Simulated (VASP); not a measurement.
# SiC (P3m1) in VASP: notebook, part 2 of 2

VASP 6.6.1. Earlier steps stand in the parts before.

## 3. Single point, PBE (atoms displaced along a vibrational mode, the cell strained)

Contents of INCAR:

```
SYSTEM = SiC
PREC     = Accurate       ! precision mode
ENCUT    = 520            ! plane-wave cutoff, eV
EDIFF    = 1E-7           ! SCF threshold, eV
ISMEAR   = 0              ! smearing method
SIGMA    = 0.05           ! smearing width, eV
LREAL    = .False.        ! projectors in reciprocal space
LASPH    = .True.         ! aspherical terms in the spheres
NELM     = 80             ! most SCF steps
ALGO     = Normal         ! electronic algorithm
ISIF     = 2              ! what is computed and relaxed
LWAVE    = .False.        ! write WAVECAR
LCHARG   = .False.        ! write CHGCAR
GGA      = PE             ! functional
NBANDS   = 36             ! bands
```

Contents of KPOINTS:

```
Automatic mesh
0
Gamma
  12 12 2
  0 0 0
```

Contents of POSCAR:

```
SiC
1.0
    3.0692496138      0.0000000000      0.0000000000
   -1.5346248069      2.6580481361      0.0000000000
    0.0000000000      0.0000000000     15.0602705466
Si C
6 6
Direct
    0.0000000000      0.0000000000      0.1250418274
    0.0000000000      0.0000000000      0.6250380904
    0.3333333333      0.6666666667      0.2918884748
    0.6666666667      0.3333333333      0.7917461130
    0.3333333333      0.6666666667      0.9583719294
    0.6666666667      0.3333333333      0.4582472204
    0.0000000000      0.0000000000      0.9967647584
    0.0000000000      0.0000000000      0.5026121274
    0.3333333333      0.6666666667      0.1695576612
    0.6666666667      0.3333333333      0.6641014118
    0.3333333333      0.6666666667      0.8361327995
    0.6666666667      0.3333333333      0.3304975861
```

Potentials or basis: VASP PAW PBE potentials, release 64 (Si, C).

The run is started by

```bash
> cat potpaw_PBE.64/Si/POTCAR potpaw_PBE.64/C/POTCAR > POTCAR
> mpirun -np 1 vasp_std > vasp.out
```

OUTCAR:

```text
SYSTEM = SiC
   PREC = Accurate
   ENCUT = 520
   EDIFF = 1E-7
   ISMEAR = 0
   LREAL = .False.
   LASPH = .True.
   NELM = 80
   ISIF = 2
   GGA = PE

 ion  position               nearest neighbor table
   1  0.000  0.000  0.125-   9 1.89   9 1.89   9 1.89   7 1.93   5 3.07   5 3.07   5 3.07   3 3.07
                             3 3.07   3 3.07
   2  0.000  0.000  0.625-   8 1.84  10 1.87  10 1.87  10 1.87   4 3.07   4 3.07   4 3.07   6 3.07
                             6 3.07   6 3.07
   3  0.333  0.667  0.292-   9 1.84  12 1.86  12 1.86  12 1.86   6 3.07   6 3.07   6 3.07   1 3.07
                             1 3.07   1 3.07
   4  0.667  0.333  0.792-  11 1.89  11 1.89  11 1.89  10 1.92   5 3.07   5 3.07   5 3.07   2 3.07
                             2 3.07   2 3.07
   5  0.333  0.667  0.958-  11 1.84   7 1.86   7 1.86   7 1.86   4 3.07   4 3.07   4 3.07   1 3.07
                             1 3.07   1 3.07
   6  0.667  0.333  0.458-   8 1.89   8 1.89   8 1.89  12 1.92   3 3.07   3 3.07   3 3.07   2 3.07
                             2 3.07   2 3.07
   7  0.000  0.000  0.997-   5 1.86   5 1.86   5 1.86   1 1.93
   8  0.000  0.000  0.503-   2 1.84   6 1.89   6 1.89   6 1.89
   9  0.333  0.667  0.170-   3 1.84   1 1.89   1 1.89   1 1.89
  10  0.667  0.333  0.664-   2 1.87   2 1.87   2 1.87   4 1.92
  11  0.333  0.667  0.836-   5 1.84   4 1.89   4 1.89   4 1.89
  12  0.667  0.333  0.330-   3 1.86   3 1.86   3 1.86   6 1.92

  LATTYP: Found a hexagonal cell.
 ALAT       =     3.0692496138
 C/A-ratio  =     4.9068249382

  Lattice vectors:

 A1 = (   3.0692496138,   0.0000000000,   0.0000000000)
 A2 = (  -1.5346248069,   2.6580481361,   0.0000000000)
 A3 = (   0.0000000000,   0.0000000000,  15.0602705466)

Analysis of symmetry for initial positions (statically):
=====================================================================
 Subroutine PRICEL returns:
 Original cell was already a primitive cell.

 Routine SETGRP: Setting up the symmetry group for a
 hexagonal supercell.

 Subroutine GETGRP returns: Found  6 space group operations
[... 164 lines left out ...]
   AEXX    =    0.0000 exact exchange contribution
   IVDW    =     0    specifies the selected vdW correction
   LEPSILON=     F    determine dielectric tensor
   LRPA    =     F    only Hartree local field effects (RPA)
 non-spin polarized calculation
 Gauss-broadening in eV      SIGMA  =   0.05
  energy-cutoff  :      520.00
  volume of cell :      122.86
 maximum number of plane-waves:      3332
 NGX is ok and might be reduce to    24
   NGX = 11   NGY = 11   NGZ = 57

 number of electron      47.9999999 magnetization

 Free energy of the ion-electron system (eV)
  ---------------------------------------------------
  ext. energy  EPLUGINS =         0.00000000
  ---------------------------------------------------
  free energy    TOTEN  =       -90.15224594 eV

  energy without entropy =      -90.15224594  energy(sigma->0) =      -90.15224594

 E-fermi :   8.5380     XC(G=0): -11.4004

 val. band max:        8.2878488878   @ k =   0.0000   0.0000   0.0000
 cond. band min:      10.2816336235   @ k =   0.5000   0.0000   0.0000
 fundamental gap:      1.9937847357
 Fermi energy:         8.5380000080

 k-point     1 :       0.0000    0.0000    0.0000
  band No.  band energies     occupation
      1      -7.2730      2.00000
      2      -6.7521      2.00000
      3      -6.7145      2.00000
      4      -5.1895      2.00000
      5      -5.1590      2.00000
      6      -3.6558      2.00000
[... 925 lines left out ...]
     35      16.2017      0.00000
     36      16.2212      0.00000

 [... further k-points ...]
[... 5 lines left out ...]
  --------------------------------------------------------------------------------------
  -------------------------------------------------------------------------------------
  Total        4.3988711      4.3988711      4.7615746      0.0000000      0.0000000     -0.0000000
  in kB       57.3619617     57.3619617     62.0916715      0.0000000      0.0000000     -0.0000000
  external PRESSURE =      58.9385316 kB  Pullay stress =       0.0000000 kB

 VOLUME and BASIS-vectors are now :
 -----------------------------------------------------------------------------
  energy-cutoff  :      520.00
  volume of cell :      122.86
      direct lattice vectors                 reciprocal lattice vectors
     3.069249614  0.000000000  0.000000000     0.325812536  0.188107955  0.000000000
    -1.534624807  2.658048136  0.000000000     0.000000000  0.376215911  0.000000000
     0.000000000  0.000000000 15.060270547     0.000000000  0.000000000  0.066399870

 POSITION                                       TOTAL-FORCE (eV/Angst)
 -----------------------------------------------------------------------------------
      0.00000      0.00000      1.88316         0.000000      0.000000      0.031344
      0.00000      0.00000      9.41324        -0.000000      0.000000      0.108645
     -0.00000      1.77203      4.39592         0.000000     -0.000000      0.024074
      1.53462      0.88602     11.92391         0.000000     -0.000000      0.107559
     -0.00000      1.77203     14.43334        -0.000000      0.000000      0.040231
      1.53462      0.88602      6.90133         0.000000      0.000000      0.101477
      0.00000      0.00000     15.01155        -0.000000     -0.000000      1.291141
      0.00000      0.00000      7.56947        -0.000000      0.000000     -1.439604
     -0.00000      1.77203      2.55358        -0.000000      0.000000     -1.335587
      1.53462      0.88602     10.00155         0.000000     -0.000000      1.212071
     -0.00000      1.77203     12.59239         0.000000      0.000000     -1.385956
      1.53462      0.88602      4.97738        -0.000000      0.000000      1.244605
 -----------------------------------------------------------------------------------
    total drift:                               -0.000000     -0.000000     -0.000026

  FREE ENERGIE OF THE ION-ELECTRON SYSTEM (eV)
  ---------------------------------------------------
  free  energy   TOTEN  =       -90.1522459393 eV

  energy  without entropy=      -90.1522459393  energy(sigma->0) =      -90.15224594
```

OSZICAR:

```text
N       E                     dE             d eps       ncg     rms          rms(c)
DAV:   1     0.119037798227E+03    0.11904E+03   -0.21844E+04  2736   0.121E+03
DAV:   2    -0.898366415388E+02   -0.20887E+03   -0.19565E+03  3596   0.207E+02
DAV:   3    -0.101339985412E+03   -0.11503E+02   -0.11422E+02  3608   0.460E+01
DAV:   4    -0.101510898109E+03   -0.17091E+00   -0.17056E+00  3496   0.646E+00
DAV:   5    -0.101514490016E+03   -0.35919E-02   -0.35888E-02  3504   0.889E-01    0.219E+01
DAV:   6    -0.904606636171E+02    0.11054E+02   -0.32096E+01  3392   0.211E+01    0.981E+00
DAV:   7    -0.902016227924E+02    0.25904E+00   -0.33266E+00  3564   0.698E+00    0.421E+00
DAV:   8    -0.901554325661E+02    0.46190E-01   -0.18805E-01  3312   0.176E+00    0.134E+00
DAV:   9    -0.901514145709E+02    0.40180E-02   -0.25795E-02  3432   0.771E-01    0.181E-01
DAV:  10    -0.901520519757E+02   -0.63740E-03   -0.20806E-03  3452   0.199E-01    0.101E-01
DAV:  11    -0.901522454905E+02   -0.19351E-03   -0.35387E-04  3184   0.101E-01    0.196E-02
DAV:  12    -0.901522433268E+02    0.21637E-05   -0.14101E-05  3600   0.212E-02    0.108E-02
DAV:  13    -0.901522448179E+02   -0.14911E-05   -0.72907E-06  3528   0.125E-02    0.414E-03
DAV:  14    -0.901522454408E+02   -0.62285E-06   -0.88630E-07  3580   0.516E-03    0.213E-03
DAV:  15    -0.901522458489E+02   -0.40808E-06   -0.19163E-07  2336   0.209E-03    0.733E-04
DAV:  16    -0.901522459775E+02   -0.12864E-06   -0.26018E-08  1996   0.954E-04    0.631E-04
DAV:  17    -0.901522459393E+02    0.38248E-07   -0.93076E-09  1888   0.492E-04
   1 F= -.90152246E+02 E0= -.90152246E+02  d E =-.263969E-14
```

stdout:

```text
POSCAR found type information on POSCAR SiC
 POSCAR found :  2 types and      12 ions
 scaLAPACK will be used
 LDA part: xc-table for (Slater+PW92), standard interpolation
 POSCAR, INCAR and KPOINTS ok, starting setup
 FFT: planning ... GRIDC
 FFT: planning ... GRID_SOFT
 FFT: planning ... GRID
 WAVECAR not read
 entering main loop
```

It took 76 s on 1 thread of Intel Xeon 6975P-C (Granite Rapids), shared host; peak memory 0.3 GiB.

Results:

* Free energy: -90.1522 eV
* Pressure: 5.9 GPa
* Largest force: 1.440 eV/Å
* Band gap on the k mesh: 1.99 eV (least direct gap 3.10 eV)

Forces on the atoms (eV/Å):
```
Si   0.000  0.000  0.031
Si   0.000  0.000  0.109
Si   0.000  0.000  0.024
Si   0.000  0.000  0.108
Si   0.000  0.000  0.040
Si   0.000  0.000  0.101
C    0.000  0.000  1.291
C    0.000  0.000 -1.440
C    0.000  0.000 -1.336
C    0.000  0.000  1.212
C    0.000  0.000 -1.386
C    0.000  0.000  1.245
```

Caveat: the cell differs from its parent crystal (atoms displaced along a vibrational mode, the cell strained); the cell stands under pressure; forces of over 1 eV/Å act on the atoms, so gaps and moduli don't describe the material at rest. A k mesh can miss the band edges.
